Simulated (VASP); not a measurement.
# H6C2O in VASP: single point with PBEsol

Aim: the single point of H6C2O with PBEsol.

Everything below comes from runs of VASP 6.6.1. Logs are shortened: lines on timing, memory, paths and dates and some standing lists are left out, and cuts for length are marked.

### 1 The cell of the first run

The cell holds a disordered packing, 36 atoms: a = 7.294 Å, b = 7.294 Å, c = 7.294 Å, α = 90.00°, β = 90.00°, γ = 90.00°.

### 2 Single point, PBEsol

Contents of INCAR:

```
SYSTEM = H6C2O
ALGO = Normal ; EDIFF = 1E-6
ENCUT = 1000 ; GGA = PS
GGA_COMPAT = .FALSE. ; ISIF = 2
ISMEAR = -1 ; LASPH = .TRUE.
LCHARG = .FALSE. ; LREAL = Auto
LWAVE = .FALSE. ; NBANDS = 64
NELM = 120 ; PREC = Accurate
SIGMA = 0.05
```

Contents of KPOINTS:

```
k-points
0
G
  1 1 1
  0 0 0
```

Contents of POSCAR:

```
H6C2O
1.0
    7.2936330000      0.0000000000      0.0000000000
    0.0000000000      7.2936330000      0.0000000000
    0.0000000000      0.0000000000      7.2936330000
C O H
8 4 24
Direct
    0.4613631073      0.8289192537      0.9546068758
    0.3130347687      0.9527880739      1.0275115005
    0.7846499991      0.3800173942      0.1510718444
    0.6913510882      0.4738927262      0.3097692009
    0.2560788198      0.4717132647      0.6287177827
    0.2212967608      0.6488247119      0.5268407837
    0.8987018432      0.8662458834      0.7634951713
    0.8819791965      1.0612508387      0.8282847732
    0.2902434393      1.0962421121      0.8969790879
    0.7166783092      0.3583291809      0.4639590633
    0.0552238220      0.6270787275      0.4265341482
    0.7095950767      1.1293061985      0.7664941076
    0.1927854756      1.1758210351      0.9411305594
    0.1838167256      0.8747643391      1.0459277071
    0.3526814560      1.0097886865      1.1621089370
    0.4900014543      0.7162729035      1.0504679134
    0.4198160367      0.7710437321      0.8219711320
    0.5855347311      0.9102198466      0.9321879355
    0.6573964524      0.4165138840      0.5677327982
    0.7525386232      0.6098889094      0.3345031762
    0.5435441571      0.4929209028      0.2815340405
    0.7714561813      0.4624311976      0.0257890327
    0.9309949616      0.3616324432      0.1821613323
    0.7224093249      0.2447747805      0.1283576842
    0.0285724506      0.7425110966      0.3654956874
    0.2086065049      0.7637973651      0.6242231303
    0.3359116559      0.6815997008      0.4336194580
    0.3815278222      0.4814258630      0.7114383800
    0.1411811398      0.4411604968      0.7213368235
    0.2707269473      0.3569741432      0.5323785066
    0.7026497415      1.2566045986      0.8048706288
    0.8902799443      1.0665783736      0.9802468408
    0.9962898812      1.1428928190      0.7702852745
    1.0242244743      0.8036771941      0.8176349387
    0.7811984055      0.7844711333      0.8092502915
    0.9030065215      0.8621424896      0.6133902522
```

Potentials or basis: VASP PAW PBE potentials, release 64 (C_h, O_h, H_h).

Started as:

```bash
cat potpaw_PBE.64/C_h/POTCAR potpaw_PBE.64/O_h/POTCAR potpaw_PBE.64/H_h/POTCAR > POTCAR
mpirun -np 1 vasp_gam > vasp.out
```

OUTCAR:

```text
SYSTEM = H6C2O
   EDIFF = 1E-6
   ENCUT = 1000
   GGA = PS
   ISIF = 2
   ISMEAR = -1
   LASPH = .TRUE.
   LREAL = Auto
   NELM = 120
   PREC = Accurate

 ion  position               nearest neighbor table
   1  0.461  0.829  0.955-  18 1.09  17 1.10  16 1.10   2 1.51
   2  0.313  0.953  0.028-  15 1.10  14 1.11   9 1.42   1 1.51
   3  0.785  0.380  0.151-  22 1.10  24 1.10  23 1.10   4 1.51
   4  0.691  0.474  0.310-  20 1.10  21 1.11  10 1.42   3 1.51
   5  0.256  0.472  0.629-  30 1.10  28 1.10  29 1.10   6 1.51
   6  0.221  0.649  0.527-  26 1.10  27 1.10  11 1.42   5 1.51
   7  0.899  0.866  0.763-  36 1.10  35 1.10  34 1.10   8 1.50
   8  0.882  0.061  0.828-  33 1.11  32 1.11  12 1.42   7 1.50
   9  0.290  0.096  0.897-  13 0.97   2 1.42
  10  0.717  0.358  0.464-  19 0.97   4 1.42
  11  0.055  0.627  0.427-  25 0.97   6 1.42
  12  0.710  0.129  0.766-  31 0.97   8 1.42
  13  0.193  0.176  0.941-   9 0.97
  14  0.184  0.875  0.046-   2 1.11
  15  0.353  0.010  0.162-   2 1.10
  16  0.490  0.716  0.050-   1 1.10
  17  0.420  0.771  0.822-   1 1.10
  18  0.586  0.910  0.932-   1 1.09
[... 16 lines left out ...]
  35  0.781  0.784  0.809-   7 1.10
  36  0.903  0.862  0.613-   7 1.10

  LATTYP: Found a simple cubic cell.
 ALAT       =     7.2936330000

  Lattice vectors:

 A1 = (   7.2936330000,   0.0000000000,   0.0000000000)
 A2 = (   0.0000000000,   7.2936330000,   0.0000000000)
 A3 = (   0.0000000000,   0.0000000000,   7.2936330000)

Analysis of symmetry for initial positions (statically):
=====================================================================
 Subroutine PRICEL returns:
 Original cell was already a primitive cell.

 Routine SETGRP: Setting up the symmetry group for a
 simple cubic supercell.

 Subroutine GETGRP returns: Found  1 space group operations
 (whereof  1 operations were pure point group operations)
 out of a pool of 48 trial point group operations.

The static configuration has the point symmetry C_1 .

Analysis of symmetry for dynamics (positions and initial velocities):
=====================================================================
 Subroutine PRICEL returns:
 Original cell was already a primitive cell.

 Routine SETGRP: Setting up the symmetry group for a
 simple cubic supercell.

 Subroutine GETGRP returns: Found  1 space group operations
 (whereof  1 operations were pure point group operations)
 out of a pool of 48 trial point group operations.

The dynamic configuration has the point symmetry C_1 .

 Subroutine INISYM returns: Found  1 space group operations
 (whereof  1 operations are pure point group operations),
 and found     1 'primitive' translations

----------------------------------------------------------------------------------------

                                     Primitive cell

  volume of cell :     388.0000

  direct lattice vectors                    reciprocal lattice vectors
     7.293633000  0.000000000  0.000000000     0.137105884  0.000000000  0.000000000
     0.000000000  7.293633000  0.000000000     0.000000000  0.137105884  0.000000000
     0.000000000  0.000000000  7.293633000     0.000000000  0.000000000  0.137105884

  length of vectors
     7.293633000  7.293633000  7.293633000     0.137105884  0.137105884  0.137105884

  position of ions in fractional coordinates (direct lattice)
     0.461363107  0.828919254  0.954606876
     0.313034769  0.952788074  0.027511500
     0.784649999  0.380017394  0.151071844
     0.691351088  0.473892726  0.309769201
     0.256078820  0.471713265  0.628717783
     0.221296761  0.648824712  0.526840784
[... 28 lines left out ...]
     0.781198405  0.784471133  0.809250291
     0.903006522  0.862142490  0.613390252

  ion indices of the primitive-cell ions
   primitive index   ion index
                 1           1
                 2           2
                 3           3
                 4           4
                 5           5
                 6           6
[... 28 lines left out ...]
                35          35
                36          36

----------------------------------------------------------------------------------------

 KPOINTS: k-points

Automatic generation of k-mesh.
 Grid dimensions read from file:
 generate k-points for:    1    1    1

 Generating k-lattice:

  Cartesian coordinates                     Fractional coordinates (reciprocal lattice)
     0.137105884  0.000000000  0.000000000     1.000000000  0.000000000  0.000000000
     0.000000000  0.137105884  0.000000000     0.000000000  1.000000000  0.000000000
     0.000000000  0.000000000  0.137105884     0.000000000  0.000000000  1.000000000

  Length of vectors
     0.137105884  0.137105884  0.137105884

  Shift w.r.t. Gamma in fractional coordinates (k-lattice)
     0.000000000  0.000000000  0.000000000

 Subroutine IBZKPT returns following result:
 ===========================================

 Found      1 irreducible k-points:

 Following reciprocal coordinates:
            Coordinates               Weight
  0.000000  0.000000  0.000000      1.000000
   k-points           NKPTS =      1   k-points in BZ     NKDIM =      1   number of bands    NBANDS=     64
   number of dos      NEDOS =    301   number of ions     NIONS =     36
   total plane-waves  NPLWV = 512000
   dimension x,y,z NGX =    80 NGY =   80 NGZ =   80
   dimension x,y,z NGXF=   160 NGYF=  160 NGZF=  160
   ions per type =               8   4  24
   NGX,Y,Z   is equivalent  to a cutoff of  18.23, 18.23, 18.23 a.u.
   NGXF,Y,Z  is equivalent  to a cutoff of  36.47, 36.47, 36.47 a.u.
 SYSTEM =  H6C2O
   PREC   = accura    normal or accurate (medium, high low for compatibility)
   ISTART =      0    job   : 0-new  1-cont  2-samecut
   ICHARG =      2    charge: 1-file 2-atom 10-const
   ISPIN  =      1    spin polarized calculation?
   LNONCOLLINEAR =      F non collinear calculations
   LSORBIT =      F    spin-orbit coupling
   LASPH  =      T    aspherical Exc in radial PAW
   ENCUT  = 1000.0 eV  73.50 Ry    8.57 a.u.  18.81 18.81 18.81*2*pi/ulx,y,z
   NELM   =    120;   NELMIN=  2; NELMDL= -5     # of ELM steps
   EDIFF  = 0.1E-05   stopping-criterion for ELM
   LREAL  =      T    real-space projection
   EDIFFG = 0.1E-04   stopping-criterion for IOM
   NSW    =      0    number of steps for IOM
[... 5 lines left out ...]
   TEBEG  =    0.0;   TEEND  =   0.0 temperature during run
   PSTRESS=    0.0 pullay stress
   NELECT =      80.0000    total number of electrons
   NUPDOWN=      -1.0000    fix difference up-down
   EMIN   =  10.00;   EMAX   =-10.00  energy-range for DOS
   EFERMI =   0.00;   METHOD = LEGACY
   ISMEAR =    -1;   SIGMA  =   0.05  broadening in eV -4-tet -1-fermi 0-gaus
   EFERMI_NEDOS =   21; number of points for ismear=-14 and -15
   IALGO  =     38    algorithm
   IMIX   =      4    mixing-type and parameters
     AMIX     =   0.40;   BMIX     =  1.00
     AMIX_MAG =   1.60;   BMIX_MAG =  1.00
  volume/ion in A,a.u.               =      10.78        72.73
  Fermi-wavevector in a.u.,A,eV,Ry     =   0.967151  1.827650 12.726630  0.935381
  Thomas-Fermi vector in A             =   2.097013
   LORBIT       =      0    0 simple, 1 ext, 2 COOP (PROOUT), +10 PAW based schemes
   GGA     = PS    functional components
   LHFCALC =     F    Hartree Fock is set to
   AEXX    =    0.0000 exact exchange contribution
   IVDW    =     0    specifies the selected vdW correction
   LEPSILON=     F    determine dielectric tensor
   LRPA    =     F    only Hartree local field effects (RPA)
 non-spin polarized calculation
  energy-cutoff  :     1000.00
  volume of cell :      388.00
 maximum number of plane-waves:     13913
 NGX is ok and might be reduce to    80
   NGX = 37   NGY = 37   NGZ = 37

 number of electron      79.9999998 magnetization

 Free energy of the ion-electron system (eV)
  ---------------------------------------------------
  ext. energy  EPLUGINS =         0.00000000
  ---------------------------------------------------
  free energy    TOTEN  =      -188.17379539 eV

  energy without entropy =     -188.17379539  energy(sigma->0) =     -188.17379539

 E-fermi :  -1.3417     XC(G=0):  -6.4669

 val. band max:       -2.6191924608   @ k =   0.0000   0.0000   0.0000
 cond. band min:       1.9016231216   @ k =   0.0000   0.0000   0.0000
 fundamental gap:      4.5208155825
 Fermi energy:        -1.3417029622

 k-point     1 :       0.0000    0.0000    0.0000
  band No.  band energies     occupation
      1     -22.2657      2.00000
      2     -22.1679      2.00000
      3     -22.0666      2.00000
      4     -21.9037      2.00000
      5     -15.3328      2.00000
      6     -15.2684      2.00000
[... 44 lines left out ...]
     51       5.4389      0.00000
     52       5.5683      0.00000
 [bands above 52 left out]

------------------------ aborting loop because EDIFF is reached ----------------------------------------

  FORCE on cell =-STRESS in cart. coord.  units (eV):
  Direction    XX          YY          ZZ          XY          YZ          ZX
  --------------------------------------------------------------------------------------
  -------------------------------------------------------------------------------------
  Total        3.7706053      1.7891625      3.0735138     -0.1027276      0.2885481     -0.3882276
  in kB       15.5700473      7.3880300     12.6915313     -0.4241956      1.1915082     -1.6031170
  external PRESSURE =      11.8832029 kB  Pullay stress =       0.0000000 kB

 VOLUME and BASIS-vectors are now :
 -----------------------------------------------------------------------------
  energy-cutoff  :     1000.00
  volume of cell :      388.00
      direct lattice vectors                 reciprocal lattice vectors
     7.293633000  0.000000000  0.000000000     0.137105884  0.000000000  0.000000000
     0.000000000  7.293633000  0.000000000     0.000000000  0.137105884  0.000000000
     0.000000000  0.000000000  7.293633000     0.000000000  0.000000000  0.137105884

 POSITION                                       TOTAL-FORCE (eV/Angst)
 -----------------------------------------------------------------------------------
      3.36501      6.04583      6.96255        -0.104496      0.000787      0.259490
      2.28316      6.94929      0.20066         0.171126      0.023153     -0.180001
      5.72295      2.77171      1.10186        -0.111461      0.137595      0.043998
      5.04246      3.45640      2.25934         0.198866     -0.262700      0.019123
      1.86774      3.44050      4.58564        -0.009571      0.192863     -0.178358
      1.61406      4.73229      3.84258        -0.094617     -0.202170      0.048163
[... 28 lines left out ...]
      5.69777      5.72164      5.90237        -0.062410     -0.102960      0.017553
      6.58620      6.28815      4.47384        -0.020926     -0.068906     -0.089604
 -----------------------------------------------------------------------------------
    total drift:                                0.001339     -0.000008      0.001664

  FREE ENERGIE OF THE ION-ELECTRON SYSTEM (eV)
  ---------------------------------------------------
  free  energy   TOTEN  =      -188.1737953876 eV

  energy  without entropy=     -188.1737953876  energy(sigma->0) =     -188.17379539
```

It took 76 s on 1 thread of AMD EPYC 9R45 (Zen 5), shared host; peak memory 0.9 GiB.

Results:

```yaml
Free_energy: -188.1738 eV
Pressure: 1.2 GPa
Largest_force: 0.335 eV/Å
Band_gap_on_the_k_mesh: 4.52 eV
```

Forces in eV/Å, atoms in the order of the input:
```
C   -0.104  0.001  0.259
C    0.171  0.023 -0.180
C   -0.111  0.138  0.044
C    0.199 -0.263  0.019
C   -0.010  0.193 -0.178
C   -0.095 -0.202  0.048
C    0.036  0.174 -0.006
C   -0.142 -0.025 -0.195
O    0.019 -0.017  0.125
O   -0.096  0.112 -0.098
O    0.131  0.033 -0.112
O    0.207 -0.053  0.258
H   -0.020  0.060 -0.010
H   -0.114 -0.016  0.026
H    0.035  0.005  0.151
H   -0.001 -0.090  0.080
H    0.002 -0.036 -0.070
H   -0.019  0.057  0.017
H   -0.076 -0.060 -0.016
H   -0.013  0.124 -0.023
H   -0.170  0.037 -0.096
H    0.031  0.074 -0.114
H    0.070  0.044  0.036
H   -0.070 -0.068 -0.028
H    0.051  0.040 -0.042
H    0.063  0.111  0.024
H    0.153 -0.032 -0.100
H    0.066 -0.025  0.078
H   -0.055  0.004  0.032
H    0.030 -0.121 -0.022
H   -0.109 -0.028  0.109
H    0.058  0.017  0.009
H   -0.098  0.023  0.003
H    0.066 -0.062  0.044
H   -0.062 -0.103  0.018
H   -0.021 -0.069 -0.090
```

Caveat: the k points lie up to 0.86 Å⁻¹ apart, too coarse for converged energies, forces and pressures; the PAW data sets were made with another functional, which shifts forces and pressure a little.
